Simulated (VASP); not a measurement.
# Be in VASP: a series of runs

Be is run at these levels: PBE; tasks: single point.

All numbers are computed with VASP 6.6.1; they aren't measurements. Logs are shortened: lines on timing, memory, paths and dates and some standing lists are left out, and cuts for length are marked.

## Step 1: The cell of the first run

It takes space group P4_2/mnm (No. 136, tetragonal). The conventional cell has a = 3.820 Å, b = 3.820 Å, c = 2.326 Å, α = 90.00°, β = 90.00°, γ = 90.00°. Be (site symmetry m2m) has 13 Be at 2.19 to 2.75 Å within 2.9 Å.

## Step 2: Single point, PBE

INCAR reads:

```
SYSTEM = Be
PREC = Accurate
ENCUT = 520
EDIFF = 1E-6
ISMEAR = -1
SIGMA = 0.05
LREAL = .False.
LASPH = .True.
NELM = 80
ALGO = Normal
ISIF = 2
LWAVE = .False.
LCHARG = .True.
GGA = PE
LELF = .True.
LVHAR = .True.
NBANDS = 12
```

KPOINTS reads:

```
regular mesh
0
Gamma
  7 7 12
  0 0 0
```

POSCAR reads:

```
Be
1.0
    3.8202995976      0.0000000000      0.0000000000
    0.0000000000      3.8202995976      0.0000000000
    0.0000000000      0.0000000000      2.3260223395
Be
4
Direct
    0.7974080000      0.2025920000      0.5000000000
    0.2025920000      0.7974080000      0.5000000000
    0.7025920000      0.7025920000      0.0000000000
    0.2974080000      0.2974080000      0.0000000000
```

Potentials or basis: VASP PAW PBE potentials, release 64 (Be).

Started as:

```console
> cat potpaw_PBE.64/Be/POTCAR > POTCAR
> mpirun -np 1 vasp_std > vasp.out
```

OUTCAR:

```text
SYSTEM = Be
   PREC = Accurate
   ENCUT = 520
   EDIFF = 1E-6
   ISMEAR = -1
   LREAL = .False.
   LASPH = .True.
   NELM = 80
   ISIF = 2
   GGA = PE

 ion  position               nearest neighbor table
   1  0.797  0.203  0.500-   2 2.19   3 2.27   4 2.27   3 2.27   4 2.27   3 2.27   3 2.27   4 2.27
                             4 2.27
   2  0.203  0.797  0.500-   1 2.19   3 2.27   4 2.27   3 2.27   4 2.27   4 2.27   4 2.27   3 2.27
                             3 2.27
   3  0.703  0.703  0.000-   4 2.19   2 2.27   1 2.27   1 2.27   2 2.27   1 2.27   1 2.27   2 2.27
                             2 2.27
   4  0.297  0.297  0.000-   3 2.19   2 2.27   1 2.27   1 2.27   2 2.27   2 2.27   2 2.27   1 2.27
                             1 2.27

  LATTYP: Found a simple tetragonal cell.
 ALAT       =     3.8202995976
 C/A-ratio  =     0.6088586196

  Lattice vectors:

 A1 = (   3.8202995976,   0.0000000000,   0.0000000000)
 A2 = (   0.0000000000,   3.8202995976,   0.0000000000)
 A3 = (   0.0000000000,   0.0000000000,   2.3260223395)

Analysis of symmetry for initial positions (statically):
=====================================================================
 Subroutine PRICEL returns:
 Original cell was already a primitive cell.

 Routine SETGRP: Setting up the symmetry group for a
 simple tetragonal supercell.

 Subroutine GETGRP returns: Found 16 space group operations
 (whereof  8 operations were pure point group operations)
 out of a pool of 16 trial point group operations.

The static configuration has the point symmetry D_2h.
 The point group associated with its full space group is D_4h.

Analysis of symmetry for dynamics (positions and initial velocities):
=====================================================================
 Subroutine PRICEL returns:
 Original cell was already a primitive cell.

 Routine SETGRP: Setting up the symmetry group for a
 simple tetragonal supercell.

 Subroutine GETGRP returns: Found 16 space group operations
 (whereof  8 operations were pure point group operations)
 out of a pool of 16 trial point group operations.

The dynamic configuration has the point symmetry D_2h.
 The point group associated with its full space group is D_4h.

 Subroutine INISYM returns: Found 16 space group operations
 (whereof  8 operations are pure point group operations),
 and found     1 'primitive' translations

----------------------------------------------------------------------------------------

[... 107 lines left out ...]
   NELECT =       8.0000    total number of electrons
   NUPDOWN=      -1.0000    fix difference up-down
   EMIN   =  10.00;   EMAX   =-10.00  energy-range for DOS
   EFERMI =   0.00;   METHOD = LEGACY
   ISMEAR =    -1;   SIGMA  =   0.05  broadening in eV -4-tet -1-fermi 0-gaus
   EFERMI_NEDOS =   21; number of points for ismear=-14 and -15
   IALGO  =     38    algorithm
   IMIX   =      4    mixing-type and parameters
     AMIX     =   0.40;   BMIX     =  1.00
     AMIX_MAG =   1.60;   BMIX_MAG =  1.00
  volume/ion in A,a.u.               =       8.49        57.27
  Fermi-wavevector in a.u.,A,eV,Ry     =   1.011196  1.910883 13.912187  1.022517
  Thomas-Fermi vector in A             =   2.144231
   LORBIT       =      0    0 simple, 1 ext, 2 COOP (PROOUT), +10 PAW based schemes
   GGA     = PE    functional components
   LHFCALC =     F    Hartree Fock is set to
   AEXX    =    0.0000 exact exchange contribution
   IVDW    =     0    specifies the selected vdW correction
   LEPSILON=     F    determine dielectric tensor
   LRPA    =     F    only Hartree local field effects (RPA)
 non-spin polarized calculation
  energy-cutoff  :      520.00
  volume of cell :       33.95
 maximum number of plane-waves:       928
   NGX = 15   NGY = 15   NGZ =  9

 number of electron       8.0000000 magnetization

 Free energy of the ion-electron system (eV)
  ---------------------------------------------------
  ext. energy  EPLUGINS =         0.00000000
  ---------------------------------------------------
  free energy    TOTEN  =       -14.82692877 eV

  energy without entropy =      -14.82395106  energy(sigma->0) =      -14.82543992

 E-fermi :   6.3858     XC(G=0): -10.3730

 val. band max:        6.3638236706   @ k =   0.1429   0.0000   0.0000
 cond. band min:       6.4251355094   @ k =   0.4286   0.0000   0.3333
 fundamental gap:      0.0613118388
 Fermi energy:         6.3857907459

 k-point     1 :       0.0000    0.0000    0.0000
  band No.  band energies     occupation
      1      -4.5048      2.00000
      2       1.5900      2.00000
      3       2.1638      2.00000
      4       5.2597      2.00000
      5       5.2597      2.00000
      6      10.9239      0.00000
      7      10.9239      0.00000
      8      13.5093      0.00000
      9      15.1650      0.00000
     10      16.3902      0.00000
     11      21.7075      0.00000
     12      21.7075      0.00000
[... 331 lines left out ...]
 k-point    24 :       0.4286    0.0000    0.1667
  band No.  band energies     occupation
      1      -2.5075      2.00000
      2      -1.4079      2.00000
      3       4.0911      2.00000
      4       4.9797      2.00000
      5       7.7722      0.00000
      6       7.7804      0.00000
      7      12.9549      0.00000
      8      14.2575      0.00000
      9      14.6887      0.00000
     10      16.7165      0.00000
     11      20.5841      0.00000
     12      20.6709      0.00000

 [... further k-points ...]

------------------------ aborting loop because EDIFF is reached ----------------------------------------

  FORCE on cell =-STRESS in cart. coord.  units (eV):
  Direction    XX          YY          ZZ          XY          YZ          ZX
  --------------------------------------------------------------------------------------
  -------------------------------------------------------------------------------------
  Total       -1.1676769     -1.1676769     -1.5969443      0.0000000      0.0000000      0.0000000
  in kB      -55.1092548    -55.1092548    -75.3688046      0.0000000      0.0000000      0.0000000
  external PRESSURE =     -61.8624380 kB  Pullay stress =       0.0000000 kB

 VOLUME and BASIS-vectors are now :
 -----------------------------------------------------------------------------
  energy-cutoff  :      520.00
  volume of cell :       33.95
      direct lattice vectors                 reciprocal lattice vectors
     3.820299598  0.000000000  0.000000000     0.261759575  0.000000000  0.000000000
     0.000000000  3.820299598  0.000000000     0.000000000  0.261759575  0.000000000
     0.000000000  0.000000000  2.326022340     0.000000000  0.000000000  0.429918485

 POSITION                                       TOTAL-FORCE (eV/Angst)
 -----------------------------------------------------------------------------------
      3.04634      0.77396      1.16301         0.023727     -0.023727      0.000000
      0.77396      3.04634      1.16301        -0.023727      0.023727      0.000000
      2.68411      2.68411      0.00000        -0.023727     -0.023727      0.000000
      1.13619      1.13619      0.00000         0.023727      0.023727      0.000000
 -----------------------------------------------------------------------------------
    total drift:                                0.000000      0.000000     -0.000000

  FREE ENERGIE OF THE ION-ELECTRON SYSTEM (eV)
  ---------------------------------------------------
  free  energy   TOTEN  =       -14.8269287707 eV

  energy  without entropy=      -14.8239510634  energy(sigma->0) =      -14.82543992
```

OSZICAR:

```text
N       E                     dE             d eps       ncg     rms          rms(c)
DAV:   1     0.441454633515E+00    0.44145E+00   -0.33187E+03  1680   0.557E+02
DAV:   2    -0.145466959304E+02   -0.14988E+02   -0.14226E+02  2176   0.975E+01
DAV:   3    -0.149432060334E+02   -0.39651E+00   -0.39425E+00  2368   0.109E+01
DAV:   4    -0.149445474277E+02   -0.13414E-02   -0.13412E-02  2048   0.681E-01
DAV:   5    -0.149445517950E+02   -0.43673E-05   -0.43669E-05  2216   0.362E-02    0.165E+00
DAV:   6    -0.148612607910E+02    0.83291E-01   -0.15995E-02  2040   0.101E+00    0.100E+00
DAV:   7    -0.148269762539E+02    0.34285E-01   -0.20531E-02  1964   0.104E+00    0.820E-02
DAV:   8    -0.148269294134E+02    0.46840E-04   -0.53376E-04  2148   0.134E-01    0.127E-02
DAV:   9    -0.148269287707E+02    0.64269E-06   -0.29400E-06  2360   0.108E-02
   1 F= -.14826929E+02 E0= -.14825440E+02  d E =-.297771E-02
```

stdout:

```text
POSCAR found type information on POSCAR Be
 POSCAR found :  1 types and       4 ions
 scaLAPACK will be used
 LDA part: xc-table for (Slater+PW92), standard interpolation
 POSCAR, INCAR and KPOINTS ok, starting setup
 FFT: planning ... GRIDC
 FFT: planning ... GRID_SOFT
 FFT: planning ... GRID
 WAVECAR not read
 entering main loop
```

Run time: 32 s. Hardware: 1 thread of AMD EPYC 7R13, shared host; peak memory 0.12 GiB.

Results:

| Item | Value |
| --- | --- |
| Free energy | -14.8269 eV |
| Pressure | -6.2 GPa |
| Largest force | 0.034 eV/Å |
| Band gap on the k mesh | zero (band 4 reaches 7.33 eV, above the bottom of band 5 at 5.26 eV) |

Forces on the atoms (eV/Å):
```
Be   0.024 -0.024  0.000
Be  -0.024  0.024  0.000
Be  -0.024 -0.024  0.000
Be   0.024  0.024  0.000
```

Stress tensor (GPa, compression positive):
```
-5.51  0.00  0.00
 0.00 -5.51  0.00
 0.00  0.00 -7.54
```

## Step 3: Single point, PBE (atoms moved at random)

INCAR reads:

```
SYSTEM = Be
PREC = Accurate
ENCUT = 520
EDIFF = 1E-6
ISMEAR = -1
SIGMA = 0.05
LREAL = .False.
LASPH = .True.
NELM = 60
ALGO = Normal
ISIF = 2
LWAVE = .False.
LCHARG = .False.
GGA = PE
NBANDS = 12
```

KPOINTS reads:

```
Automatic mesh
0
Gamma
  7 7 12
  0 0 0
```

POSCAR reads:

```
Be
1.0
    3.7468140000      0.0000000000      0.0000000000
    0.0000000000      3.7468140000      0.0000000000
    0.0000000000      0.0000000000      2.2812800000
Be
4
Direct
    0.7907710000      0.2091170000      0.5117490000
    0.1853400000      0.7977560000      0.4820460000
    0.7123730000      0.7042430000     -0.0052990000
    0.2955690000      0.2928940000      0.0088000000
```

Potentials or basis: VASP PAW PBE potentials, release 64 (Be).

Started as:

```console
> cat potpaw_PBE.64/Be/POTCAR > POTCAR
> mpirun -np 1 vasp_std > vasp.out
```

Run time: 2 min. Hardware: 1 thread of AMD EPYC 7R13, shared host; peak memory 0.17 GiB.

Results (log left out):

| Property | Result |
| --- | --- |
| Free energy | -14.8171 eV |
| Pressure | 0.5 GPa |
| Largest force | 0.691 eV/Å |
| Band gap on the k mesh | zero (band 4 reaches 7.78 eV, above the bottom of band 5 at 5.92 eV) |

Forces on the atoms (eV/Å):
```
Be   0.121 -0.110 -0.197
Be   0.584 -0.076  0.330
Be  -0.689  0.001  0.056
Be  -0.016  0.185 -0.189
```

Stress tensor (GPa, compression positive):
```
 1.90  0.40 -0.43
 0.40  0.02  0.25
-0.43  0.25 -0.34
```

Levels at points of the mesh, in eV from the Fermi level:
| k point | band 1 | band 2 | band 3 | band 4 | band 5 | band 6 | band 7 | band 8 |
| --- | --- | --- | --- | --- | --- | --- | --- | --- |
| (0.00, 0.00, 0.00) | -11.22 | -5.02 | -4.48 | -1.13 | -0.94 | 4.64 | 4.72 | 7.43 |
| (0.00, 0.00, 0.50) | -5.89 | -5.85 | 0.80 | 0.92 | 1.75 | 1.93 | 2.49 | 2.61 |

Caveat: the cell differs from its parent crystal (atoms moved at random).
